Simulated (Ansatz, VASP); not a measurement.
## PC4: VASP beside Ansatz

File INCAR:

```
SYSTEM = PC4
PREC = Accurate
ENCUT = 600
EDIFF = 1E-7
ISMEAR = 0
SIGMA = 0.1
LREAL = .FALSE.
LASPH = .TRUE.
NELM = 100
ALGO = Normal
ISIF = 3
LWAVE = .FALSE.
LCHARG = .FALSE.
GGA = PE
IBRION = 2
NSW = 90
EDIFFG = -0.04
```

Contents of KPOINTS:

```
Automatic mesh
0
G
  6 6 2
  0 0 0
```

Contents of POSCAR:

```
PC4
1.0
    2.1944152700     -1.5512918500      0.0000000000
    2.1944152700      1.5512918500      0.0000000000
   -0.8753270500      0.0000000000      9.8421142700
P C
1 4
Direct
    0.0000000000      0.0000000000      0.0000000000
    0.6130560000      0.6130560000      0.8219469800
    0.1987099900      0.1987099900      0.6059489800
    0.8012900100      0.8012900100      0.3940510200
    0.3869440000      0.3869440000      0.1780530200
```

Input for Ansatz:

```yaml
crystal:
  lattice:
    - [2.19441527, -1.55129185, 0.0]
    - [2.19441527, 1.55129185, 0.0]
    - [-0.87532705, 0.0, 9.84211427]
  atoms:
    - { symbol: P, position: [0.0, 0.0, 0.0] }
    - { symbol: C, position: [0.613056, 0.613056, 0.82194698] }
    - { symbol: C, position: [0.19870999, 0.19870999, 0.60594898] }
    - { symbol: C, position: [0.80129001, 0.80129001, 0.39405102] }
    - { symbol: C, position: [0.386944, 0.386944, 0.17805302] }
basis:
  ecutwfc: 420
kpoints:
  mp_grid: { grid: [6, 6, 2] }
hamiltonian:
  xc: pbe
scf:
  occupations: { method: gaussian, width: 0.1 }
  lower_state_search: "off"
output:
  forces: true
  stress: true
  eigenvalues: true
relax:
  adjacent_minimum: "off"
  f_tol: 0.04
  max_steps: 70
  cell: { stress_tol: 0.4 }
```

Change from the starting cell: species swapped into the AlAu4 type (C2/m, No. 12).

Alike in both runs: task relaxation of cell and atoms; functional PBE; k mesh 6 × 6 × 2; occupations gaussian, width 0.1 eV; no spin polarisation.

|  | VASP | Ansatz |
| --- | --- | --- |
| version | VASP 6.6.1 | Ansatz 0.2.0 |
| potentials or method | VASP PAW PBE potentials, release 64 (P, C), cutoff 600 eV | scalar-relativistic, plane waves, PAW |
| valence electrons in the cell | 21 | 21 |

Ansatz gave:

| Item | Value |
| --- | --- |
| gap on the k mesh at the Fermi level, each at its own relaxed structure (eV) | none |
| relaxed volume (Å³/atom) | 7.12 |
| relaxed cell length with the largest relative difference (Å) | 5.837 |

Problem. Which values does VASP return?

Solution. gap on the k mesh at the Fermi level, each at its own relaxed structure (eV): none; relaxed volume (Å³/atom): 9.29; relaxed cell length with the largest relative difference (Å): 8.456.

A gap of «none» marks a metal or a gap that the smearing closes. One of these differences is far larger than is usual between the two programs; its cause wasn't traced.

The k mesh is coarse, so the values compare programs but aren't converged. Noted on VASP's run: the volume moved by over 15 % at a fixed basis, so the end points are rough.
